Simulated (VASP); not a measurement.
# Al6Ni5Pt (P4/mmm) in VASP: single point with r2SCAN

Aim: the single point of Al6Ni5Pt with r2SCAN.

Everything below comes from runs of VASP 6.6.1. Logs are shortened: lines on timing, memory, paths and dates and some standing lists are left out, and cuts for length are marked.

### 1 The cell of the first run

It takes space group P4/mmm (No. 123, tetragonal). The conventional cell has a = 2.920 Å, b = 2.920 Å, c = 17.671 Å, α = 90.00°, β = 90.00°, γ = 90.00°. Within 3.3 Å of Al (site symmetry 4mm) lie 8 Ni at 2.51 to 2.52 Å and 6 Al at 2.86 to 2.92 Å. Al (site symmetry 4mm) has 4 Ni at 2.51 Å and 4 Pt at 2.67 Å and 6 Al at 2.86 to 3.38 Å within 3.4 Å. Within 3.3 Å of Al (site symmetry 4mm) lie 8 Ni at 2.51 Å and 6 Al at 2.86 to 2.92 Å. Within 3.3 Å of Ni (site symmetry 4mm) lie 8 Al at 2.51 Å and 5 Ni at 2.87 to 2.92 Å and 1 Pt at 3.11 Å. Within 3.3 Å of Ni (site symmetry 4mm) lie 8 Al at 2.51 to 2.52 Å and 6 Ni at 2.85 to 2.92 Å. Ni (site symmetry 4/mmm) has 8 Al at 2.51 Å and 6 Ni at 2.85 to 2.92 Å within 3.3 Å. Within 3.5 Å of Pt (site symmetry 4/mmm) lie 8 Al at 2.67 Å and 4 Pt at 2.92 Å and 2 Ni at 3.11 Å.

### 2 Single point, r2SCAN

Contents of POSCAR:

```
Al6Ni5Pt
1.0
    2.9201516543      0.0000000000      0.0000000000
    0.0000000000      2.9201516543      0.0000000000
    0.0000000000      0.0000000000     17.6712071574
Al Ni Pt
6 5 1
Direct
    0.0000000000      0.0000000000      0.7426762813
    0.0000000000      0.0000000000      0.9044277536
    0.0000000000      0.0000000000      0.0955722464
    0.0000000000      0.0000000000      0.2573237187
    0.0000000000      0.0000000000      0.4192175227
    0.0000000000      0.0000000000      0.5807824773
    0.5000000000      0.5000000000      0.8237363856
    0.5000000000      0.5000000000      0.1762636144
    0.5000000000      0.5000000000      0.3385930603
    0.5000000000      0.5000000000      0.5000000000
    0.5000000000      0.5000000000      0.6614069397
    0.5000000000      0.5000000000      0.0000000000
```

Contents of INCAR.step1:

```
SYSTEM = Al6Ni5Pt
ALGO = Normal
EDIFF = 1E-4
ENCUT = 520
GGA = PE
ISMEAR = 0
LASPH = .TRUE.
LCHARG = .FALSE.
LREAL = .FALSE.
LWAVE = .TRUE.
NBANDS = 51
NELM = 80
PREC = Accurate
SIGMA = 0.1
```

Contents of INCAR.step2:

```
SYSTEM = Al6Ni5Pt
ALGO = Normal
EDIFF = 1E-6
ENCUT = 520
ISIF = 2
ISMEAR = 0
ISTART = 1
LASPH = .TRUE.
LCHARG = .FALSE.
LMIXTAU = .TRUE.
LREAL = .FALSE.
LWAVE = .FALSE.
METAGGA = R2SCAN
NBANDS = 51
NELM = 80
PREC = Accurate
SIGMA = 0.1
```

Contents of KPOINTS:

```
k-points
0
G
  12 12 4
  0 0 0
```

Potentials or basis: VASP PAW PBE potentials, release 64 (Al, Ni, Pt).

Started as:

```sh
$ cat potpaw_PBE.64/Al/POTCAR potpaw_PBE.64/Ni/POTCAR potpaw_PBE.64/Pt/POTCAR > POTCAR
$ cp INCAR.step1 INCAR
$ mpirun -np 1 vasp_std > vasp.out
$ cp INCAR.step2 INCAR
$ mpirun -np 1 vasp_std > vasp.out
```

OUTCAR:

```text
SYSTEM = Al6Ni5Pt
   EDIFF = 1E-6
   ENCUT = 520
   ISIF = 2
   ISMEAR = 0
   ISTART = 1
   LASPH = .TRUE.
   LREAL = .FALSE.
   METAGGA = R2SCAN
   NELM = 80
   PREC = Accurate

 ion  position               nearest neighbor table
   1  0.000  0.000  0.743-   7 2.51   7 2.51   7 2.51   7 2.51  11 2.52  11 2.52  11 2.52  11 2.52
                             2 2.86   6 2.86
   2  0.000  0.000  0.904-   7 2.51   7 2.51   7 2.51   7 2.51  12 2.67  12 2.67  12 2.67  12 2.67
                             1 2.86
   3  0.000  0.000  0.096-   8 2.51   8 2.51   8 2.51   8 2.51  12 2.67  12 2.67  12 2.67  12 2.67
                             4 2.86
   4  0.000  0.000  0.257-   8 2.51   8 2.51   8 2.51   8 2.51   9 2.52   9 2.52   9 2.52   9 2.52
                             3 2.86   5 2.86
   5  0.000  0.000  0.419-   9 2.51   9 2.51   9 2.51   9 2.51  10 2.51  10 2.51  10 2.51  10 2.51
                             6 2.86   4 2.86
   6  0.000  0.000  0.581-  11 2.51  11 2.51  11 2.51  11 2.51  10 2.51  10 2.51  10 2.51  10 2.51
                             5 2.86   1 2.86
   7  0.500  0.500  0.824-   2 2.51   2 2.51   2 2.51   2 2.51   1 2.51   1 2.51   1 2.51   1 2.51
                            11 2.87  12 3.11
   8  0.500  0.500  0.176-   3 2.51   3 2.51   3 2.51   3 2.51   4 2.51   4 2.51   4 2.51   4 2.51
                             9 2.87  12 3.11
   9  0.500  0.500  0.339-   5 2.51   5 2.51   5 2.51   5 2.51   4 2.52   4 2.52   4 2.52   4 2.52
                            10 2.85   8 2.87
  10  0.500  0.500  0.500-   5 2.51   6 2.51   5 2.51   6 2.51   5 2.51   6 2.51   5 2.51   6 2.51
                             9 2.85  11 2.85
  11  0.500  0.500  0.661-   6 2.51   6 2.51   6 2.51   6 2.51   1 2.52   1 2.52   1 2.52   1 2.52
                            10 2.85   7 2.87
  12  0.500  0.500  0.000-   2 2.67   3 2.67   2 2.67   3 2.67   2 2.67   3 2.67   2 2.67   3 2.67
                             7 3.11   8 3.11

  LATTYP: Found a simple tetragonal cell.
 ALAT       =     2.9201516543
 C/A-ratio  =     6.0514689815

  Lattice vectors:

 A1 = (   2.9201516543,   0.0000000000,   0.0000000000)
 A2 = (   0.0000000000,   2.9201516543,   0.0000000000)
 A3 = (   0.0000000000,   0.0000000000,  17.6712071574)

Analysis of symmetry for initial positions (statically):
=====================================================================
 Subroutine PRICEL returns:
 Original cell was already a primitive cell.

 Routine SETGRP: Setting up the symmetry group for a
 simple tetragonal supercell.

 Subroutine GETGRP returns: Found 16 space group operations
 (whereof 16 operations were pure point group operations)
 out of a pool of 16 trial point group operations.

The static configuration has the point symmetry D_4h.

Analysis of symmetry for dynamics (positions and initial velocities):
=====================================================================
[... 145 lines left out ...]
   ISMEAR =     0;   SIGMA  =   0.10  broadening in eV -4-tet -1-fermi 0-gaus
   EFERMI_NEDOS =   21; number of points for ismear=-14 and -15
   IALGO  =     38    algorithm
   IMIX   =      4    mixing-type and parameters
     AMIX     =   0.40;   BMIX     =  1.00
     AMIX_MAG =   1.60;   BMIX_MAG =  1.00
  volume/ion in A,a.u.               =      12.56        84.74
  Fermi-wavevector in a.u.,A,eV,Ry     =   1.314460  2.483969 23.508213  1.727805
  Thomas-Fermi vector in A             =   2.444711
   LORBIT       =      0    0 simple, 1 ext, 2 COOP (PROOUT), +10 PAW based schemes
   METAGGA = R2SCAN    functional components
   LHFCALC =     F    Hartree Fock is set to
   AEXX    =    0.0000 exact exchange contribution
   IVDW    =     0    specifies the selected vdW correction
   LEPSILON=     F    determine dielectric tensor
   LRPA    =     F    only Hartree local field effects (RPA)
 non-spin polarized calculation
 Gauss-broadening in eV      SIGMA  =   0.10
  energy-cutoff  :      520.00
  volume of cell :      150.69
 maximum number of plane-waves:      4114
 NGX is ok and might be reduce to    24
   NGX = 11   NGY = 11   NGZ = 65

 number of electron      78.0000020 magnetization

 Free energy of the ion-electron system (eV)
  ---------------------------------------------------
  ext. energy  EPLUGINS =         0.00000000
  ---------------------------------------------------
  free energy    TOTEN  =      -160.44290059 eV

  energy without entropy =     -160.41591633  energy(sigma->0) =     -160.42940846

 E-fermi :   9.9261     XC(G=0): -12.9802

 val. band max:        9.9226858460   @ k =   0.2500   0.2500   0.5000
 cond. band min:       9.9292248367   @ k =   0.3333   0.1667   0.2500
 fundamental gap:      0.0065389907
 Fermi energy:         9.9260763763

 k-point     1 :       0.0000    0.0000    0.0000
  band No.  band energies     occupation
      1      -1.9292      2.00000
      2      -1.3447      2.00000
      3      -1.1711      2.00000
      4       0.1861      2.00000
      5       0.3040      2.00000
      6       2.3783      2.00000
[... 1285 lines left out ...]
     50      14.1240      0.00000
     51      14.2980      0.00000

 [... further k-points ...]
[... 5 lines left out ...]
  --------------------------------------------------------------------------------------
  -------------------------------------------------------------------------------------
  Total       -4.9426468     -4.9426468     -4.8660180      0.0000000      0.0000000      0.0000000
  in kB      -52.5524697    -52.5524697    -51.7377171      0.0000000      0.0000000      0.0000000
  external PRESSURE =     -52.2808855 kB  Pullay stress =       0.0000000 kB

 VOLUME and BASIS-vectors are now :
 -----------------------------------------------------------------------------
  energy-cutoff  :      520.00
  volume of cell :      150.69
      direct lattice vectors                 reciprocal lattice vectors
     2.920151654  0.000000000  0.000000000     0.342447968  0.000000000  0.000000000
     0.000000000  2.920151654  0.000000000     0.000000000  0.342447968  0.000000000
     0.000000000  0.000000000 17.671207157     0.000000000  0.000000000  0.056589230

 POSITION                                       TOTAL-FORCE (eV/Angst)
 -----------------------------------------------------------------------------------
      0.00000      0.00000     13.12399         0.000000      0.000000      0.010408
      0.00000      0.00000     15.98233        -0.000000      0.000000      0.013266
      0.00000      0.00000      1.68888        -0.000000     -0.000000     -0.013266
      0.00000      0.00000      4.54722         0.000000      0.000000     -0.010408
      0.00000      0.00000      7.40808        -0.000000     -0.000000      0.000885
      0.00000      0.00000     10.26313         0.000000     -0.000000     -0.000885
      1.46008      1.46008     14.55642         0.000000      0.000000      0.001703
      1.46008      1.46008      3.11479         0.000000      0.000000     -0.001703
      1.46008      1.46008      5.98335         0.000000     -0.000000      0.015057
      1.46008      1.46008      8.83560         0.000000      0.000000      0.000000
      1.46008      1.46008     11.68786         0.000000      0.000000     -0.015057
      1.46008      1.46008      0.00000         0.000000      0.000000      0.000000
 -----------------------------------------------------------------------------------
    total drift:                                0.000000     -0.000000      0.000000

  FREE ENERGIE OF THE ION-ELECTRON SYSTEM (eV)
  ---------------------------------------------------
  free  energy   TOTEN  =      -160.4429005943 eV

  energy  without entropy=     -160.4159163329  energy(sigma->0) =     -160.42940846
```

OSZICAR.step1:

```text
N       E                     dE             d eps       ncg     rms          rms(c)
DAV:   1     0.530562938725E+03    0.53056E+03   -0.32805E+04  8568   0.171E+03
DAV:   2    -0.159440133168E+02   -0.54651E+03   -0.52048E+03  8574   0.375E+02
DAV:   3    -0.697223545986E+02   -0.53778E+02   -0.49091E+02  9859   0.130E+02
DAV:   4    -0.720425407185E+02   -0.23202E+01   -0.22780E+01 10540   0.256E+01
DAV:   5    -0.721039375817E+02   -0.61397E-01   -0.61253E-01 10541   0.397E+00    0.271E+01
DAV:   6    -0.776589744328E+02   -0.55550E+01   -0.15283E+02 11321   0.133E+02    0.328E+01
DAV:   7    -0.645672345084E+02    0.13092E+02   -0.46216E+01 10683   0.991E+01    0.818E+00
DAV:   8    -0.670178521669E+02   -0.24506E+01   -0.17872E+01 11682   0.681E+01    0.178E+01
DAV:   9    -0.648643220723E+02    0.21535E+01   -0.14155E+01 12141   0.441E+01    0.491E+00
DAV:  10    -0.645988086764E+02    0.26551E+00   -0.26911E+00 13459   0.264E+01    0.582E+00
DAV:  11    -0.644020346920E+02    0.19677E+00   -0.12673E+00 12068   0.192E+01    0.270E+00
DAV:  12    -0.643465522128E+02    0.55482E-01   -0.24447E-01 12011   0.749E+00    0.967E-01
DAV:  13    -0.643467499158E+02   -0.19770E-03   -0.45429E-02 11045   0.183E+00    0.671E-01
DAV:  14    -0.643459411214E+02    0.80879E-03   -0.13941E-02 10695   0.195E+00    0.333E-01
DAV:  15    -0.643456093697E+02    0.33175E-03   -0.19384E-03 10502   0.525E-01    0.164E-01
DAV:  16    -0.643454395816E+02    0.16979E-03   -0.40296E-04  7850   0.351E-01    0.494E-02
DAV:  17    -0.643454456948E+02   -0.61132E-05   -0.14509E-04  5377   0.896E-02
   1 F= -.64345446E+02 E0= -.64331484E+02  d E =-.279239E-01
```

Wall time 1.8 h (1 thread of Oxide Virtual Turin-like, shared host); peak memory 0.64 GiB.

What came out:

```yaml
Free_energy: -160.4429 eV
Pressure: -5.2 GPa
Largest_force: 0.015 eV/Å
Band_gap_on_the_k_mesh: zero (bands 39 and 40 overlap by 2.16 eV)
```

Forces on the atoms (eV/Å):
```
Al   0.000  0.000  0.010
Al   0.000  0.000  0.013
Al   0.000  0.000 -0.013
Al   0.000  0.000 -0.010
Al   0.000  0.000  0.001
Al   0.000  0.000 -0.001
Ni   0.000  0.000  0.002
Ni   0.000  0.000 -0.002
Ni   0.000  0.000  0.015
Ni   0.000  0.000  0.000
Ni   0.000  0.000 -0.015
Pt   0.000  0.000  0.000
```

Caveat: the cell stands under tension; the PAW data sets were made with another functional, which shifts forces and pressure a little; spin-orbit coupling is left out, which moves the levels of the heavy elements.
